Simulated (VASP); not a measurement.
# SrTiO3 (Amm2) in VASP: single point with r2SCAN

Aim: the single point of SrTiO3 with r2SCAN.

All numbers are computed with VASP 6.6.1; they aren't measurements. Logs are shortened: lines on timing, memory, paths and dates and some standing lists are left out, and cuts for length are marked.

## (1) The cell of the first run

The structure is orthorhombic, space group Amm2 (No. 38). The conventional cell has a = 3.901 Å, b = 5.534 Å, c = 5.542 Å, α = 90.00°, β = 90.00°, γ = 90.00°. Within 3.6 Å of Sr (site symmetry mm2) lie 12 O at 2.69 to 2.85 Å and 8 Ti at 3.38 to 3.40 Å. Ti (site symmetry mm2) has 6 O at 1.89 to 2.02 Å within 2.5 Å. O (site symmetry m) has 2 Ti at 1.89 to 2.02 Å within 2.5 Å. Within 2.9 Å of O (site symmetry mm2) lie 2 Ti at 1.95 Å and 4 Sr at 2.69 to 2.85 Å and 8 O at 2.76 Å.

## (2) Single point, r2SCAN

Contents of POSCAR:

```
SrTiO3
1.0
    3.9009974888      0.0000000000      0.0000000000
    0.0000000000      2.7670980077      2.7710675642
    0.0000000000     -2.7670980077      2.7710675642
Sr Ti O
1 1 3
Direct
    0.0000000000      0.0034577536      0.0034577536
    0.5000000000      0.5064564160      0.5064564160
    0.5000000000      0.9899524766      0.4903706484
    0.5000000000      0.4903706484      0.9899524766
    0.0000000000      0.4896627054      0.4896627054
```

Contents of INCAR.step1:

```
SYSTEM = SrTiO3
PREC = Accurate
ENCUT = 520
ISMEAR = 0
SIGMA = 0.02
LREAL = .False.
LASPH = .True.
NELM = 60
NBANDS = 28
GGA = PE
ALGO = Normal
EDIFF = 1E-4
LWAVE = .True.
LCHARG = .False.
```

Contents of INCAR.step2:

```
SYSTEM = SrTiO3
PREC = Accurate
ENCUT = 520
EDIFF = 1E-6
ISMEAR = 0
SIGMA = 0.02
LREAL = .False.
LASPH = .True.
NELM = 60
ALGO = Normal
ISIF = 2
LWAVE = .False.
LCHARG = .True.
METAGGA = R2SCAN
LMIXTAU = .True.
LELF = .True.
LVHAR = .True.
NBANDS = 28
ISTART = 1
```

Contents of KPOINTS:

```
regular mesh
0
Gamma
  8 8 8
  0 0 0
```

Potentials or basis: VASP PAW PBE potentials, release 64 (Sr_sv, Ti_sv, O).

Command:

```
cat potpaw_PBE.64/Sr_sv/POTCAR potpaw_PBE.64/Ti_sv/POTCAR potpaw_PBE.64/O/POTCAR > POTCAR
cp INCAR.step1 INCAR
mpirun -np 1 vasp_std > vasp.out
cp INCAR.step2 INCAR
mpirun -np 1 vasp_std > vasp.out
```

OUTCAR:

```text
SYSTEM = SrTiO3
   PREC = Accurate
   ENCUT = 520
   EDIFF = 1E-6
   ISMEAR = 0
   LREAL = .False.
   LASPH = .True.
   NELM = 60
   ISIF = 2
   METAGGA = R2SCAN
   ISTART = 1

 ion  position               nearest neighbor table
   1  0.000  0.003  0.003-   5 2.69   4 2.73   3 2.73   3 2.73   4 2.73   5 2.77   5 2.77   4 2.80
                             3 2.80   3 2.80   4 2.80   5 2.85   2 3.38   2 3.38   2 3.39   2 3.39
   2  0.500  0.506  0.506-   3 1.89   4 1.89   5 1.95   5 1.95   3 2.02   4 2.02   1 3.38   1 3.38
                             1 3.39   1 3.39   1 3.39   1 3.39   1 3.40   1 3.40
   3  0.500  0.990  0.490-   2 1.89   2 2.02   1 2.73   1 2.73   1 2.80   1 2.80
   4  0.500  0.490  0.990-   2 1.89   2 2.02   1 2.73   1 2.73   1 2.80   1 2.80
   5  0.000  0.490  0.490-   2 1.95   2 1.95   1 2.69   1 2.77   1 2.77   1 2.85

  LATTYP: Found a base centered orthorhombic cell.
 ALAT       =     5.5341960154
 B/A-ratio  =     1.0014345558
 C/A-ratio  =     0.7048896494

  Lattice vectors:

 A1 = (   0.0000000000,   2.7670980077,  -2.7710675642)
 A2 = (   0.0000000000,   2.7670980077,   2.7710675642)
 A3 = (   3.9009974888,   0.0000000000,   0.0000000000)

Analysis of symmetry for initial positions (statically):
=====================================================================
 Subroutine PRICEL returns:
 Original cell was already a primitive cell.

 Routine SETGRP: Setting up the symmetry group for a
 base centered orthorhombic supercell.

 Subroutine GETGRP returns: Found  4 space group operations
 (whereof  4 operations were pure point group operations)
 out of a pool of  8 trial point group operations.

The static configuration has the point symmetry C_2v.

Analysis of symmetry for dynamics (positions and initial velocities):
=====================================================================
 Subroutine PRICEL returns:
 Original cell was already a primitive cell.

 Routine SETGRP: Setting up the symmetry group for a
 base centered orthorhombic supercell.

 Subroutine GETGRP returns: Found  4 space group operations
 (whereof  4 operations were pure point group operations)
 out of a pool of  8 trial point group operations.

The dynamic configuration has the point symmetry C_2v.

 Subroutine INISYM returns: Found  4 space group operations
 (whereof  4 operations are pure point group operations),
 and found     1 'primitive' translations

----------------------------------------------------------------------------------------

                                     Primitive cell
[... 100 lines left out ...]
   NSW    =      0    number of steps for IOM
   IBRION =     -1    ionic relax: 0-MD 1-quasi-New 2-CG
   NFREE  =      0    steps in history (QN), initial steepest desc. (CG)
   ISIF   =      2    stress and relaxation
   ISYM   =      2    0-nonsym 1-usesym 2-fastsym
   POTIM  = 0.5000    time-step for ionic-motion
   TEBEG  =    0.0;   TEEND  =   0.0 temperature during run
   PSTRESS=    0.0 pullay stress
   NELECT =      40.0000    total number of electrons
   NUPDOWN=      -1.0000    fix difference up-down
   EMIN   =  10.00;   EMAX   =-10.00  energy-range for DOS
   EFERMI =   0.00;   METHOD = LEGACY
   ISMEAR =     0;   SIGMA  =   0.02  broadening in eV -4-tet -1-fermi 0-gaus
   EFERMI_NEDOS =   21; number of points for ismear=-14 and -15
   IALGO  =     38    algorithm
   IMIX   =      4    mixing-type and parameters
     AMIX     =   0.40;   BMIX     =  1.00
     AMIX_MAG =   1.60;   BMIX_MAG =  1.00
  volume/ion in A,a.u.               =      11.96        80.74
  Fermi-wavevector in a.u.,A,eV,Ry     =   1.431536  2.705211 27.882370  2.049296
  Thomas-Fermi vector in A             =   2.551262
   LORBIT       =      0    0 simple, 1 ext, 2 COOP (PROOUT), +10 PAW based schemes
   METAGGA = R2SCAN    functional components
   LHFCALC =     F    Hartree Fock is set to
   AEXX    =    0.0000 exact exchange contribution
   IVDW    =     0    specifies the selected vdW correction
   LEPSILON=     F    determine dielectric tensor
   LRPA    =     F    only Hartree local field effects (RPA)
 non-spin polarized calculation
 Gauss-broadening in eV      SIGMA  =   0.02
  energy-cutoff  :      520.00
  volume of cell :       59.82
 maximum number of plane-waves:      1640
 NGX is ok and might be reduce to    30
   NGX = 15   NGY = 15   NGZ = 15

 number of electron      40.0000008 magnetization

 Free energy of the ion-electron system (eV)
  ---------------------------------------------------
  ext. energy  EPLUGINS =         0.00000000
  ---------------------------------------------------
  free energy    TOTEN  =       -63.32766030 eV

  energy without entropy =      -63.32766030  energy(sigma->0) =      -63.32766030

 E-fermi :   3.9156     XC(G=0): -11.9046

 val. band max:        3.8056455694   @ k =   0.5000   0.5000   0.5000
 cond. band min:       6.1771838857   @ k =   0.0000   0.0000   0.0000
 fundamental gap:      2.3715383163
 Fermi energy:         3.9155665129

 k-point     1 :       0.0000    0.0000    0.0000
  band No.  band energies     occupation
      1     -54.8255      2.00000
      2     -30.0765      2.00000
      3     -30.0330      2.00000
      4     -30.0286      2.00000
      5     -30.0200      2.00000
      6     -14.5938      2.00000
[... 733 lines left out ...]
     27      12.5306      0.00000
     28      13.7540      0.00000

 [... further k-points ...]

------------------------ aborting loop because EDIFF is reached ----------------------------------------

  FORCE on cell =-STRESS in cart. coord.  units (eV):
  Direction    XX          YY          ZZ          XY          YZ          ZX
  --------------------------------------------------------------------------------------
  -------------------------------------------------------------------------------------
  Total        0.3643489      0.3336155      0.3210072      0.0000000      0.0000000      0.0000000
  in kB        9.7577742      8.9346908      8.5970206      0.0000000      0.0000000      0.0000000
  external PRESSURE =       9.0964952 kB  Pullay stress =       0.0000000 kB

 VOLUME and BASIS-vectors are now :
 -----------------------------------------------------------------------------
  energy-cutoff  :      520.00
  volume of cell :       59.82
      direct lattice vectors                 reciprocal lattice vectors
     3.900997489  0.000000000  0.000000000     0.256344692  0.000000000  0.000000000
     0.000000000  2.767098008  2.771067564     0.000000000  0.180694720  0.180435875
     0.000000000 -2.767098008  2.771067564     0.000000000 -0.180694720  0.180435875

 POSITION                                       TOTAL-FORCE (eV/Angst)
 -----------------------------------------------------------------------------------
      0.00000      0.00000      0.01916         0.000000      0.000000     -0.012177
      1.95050      0.00000      2.80685         0.000000      0.000000     -0.094306
      1.95050      1.38239      4.10208         0.000000      0.047258      0.049930
      1.95050     -1.38239      4.10208         0.000000     -0.047258      0.049930
      0.00000      0.00000      2.71378         0.000000      0.000000      0.006623
 -----------------------------------------------------------------------------------
    total drift:                                0.000000     -0.000003     -0.000803

  FREE ENERGIE OF THE ION-ELECTRON SYSTEM (eV)
  ---------------------------------------------------
  free  energy   TOTEN  =       -63.3276602984 eV

  energy  without entropy=      -63.3276602984  energy(sigma->0) =      -63.32766030
```

It took 11 min on 1 thread of Intel Xeon 6975P-C (Granite Rapids), shared host; peak memory 0.3 GiB.

Results:

```
Free energy            : -63.3277 eV
Pressure               : 0.9 GPa
Largest force          : 0.094 eV/Å
Band gap on the k mesh : 2.37 eV (least direct gap 2.82 eV)
```

Forces in eV/Å, atoms in the order of the input:
```
Sr   0.000  0.000 -0.012
Ti   0.000  0.000 -0.094
O    0.000  0.047  0.050
O    0.000 -0.047  0.050
O    0.000  0.000  0.007
```

Stress tensor (GPa, compression positive):
```
0.98 0.00 0.00
0.00 0.89 0.00
0.00 0.00 0.86
```

Caveat: the PAW data sets were made with another functional, which shifts forces and pressure a little. A k mesh can miss the band edges.
